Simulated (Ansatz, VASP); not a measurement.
## Cs in VASP and in Ansatz

```
Cs
1.0
     0.00000    5.78490    5.78490
     5.78490    0.00000    5.78490
     5.78490    5.78490    0.00000
Cs
2
Cartesian
  1.4462 1.4462 1.4462
  10.1236 10.1236 10.1236
```

Alike in both runs: task single point; functional BLYP; k mesh 5 × 5 × 5; occupations fermi-dirac, width 0.1 eV; no spin polarisation.

```csv
,VASP,Ansatz
version,VASP 6.6.1,Ansatz 0.2.0
potentials or method,"VASP PAW PBE potentials, release 64 (Cs_sv), cutoff 520 eV","plane waves (420 eV) with PAW, scalar-relativistic"
valence electrons in the cell,18,18
```

|  | VASP | Ansatz | Ansatz less VASP |
| --- | --- | --- | --- |
| pressure (GPa) | 0.1 | 0.1 | 0.00 |

VASP's potentials were made for PBE, not for BLYP. The functional is the same, so the differences come from potentials, cutoffs and numerics.

Spin-orbit coupling is off throughout.
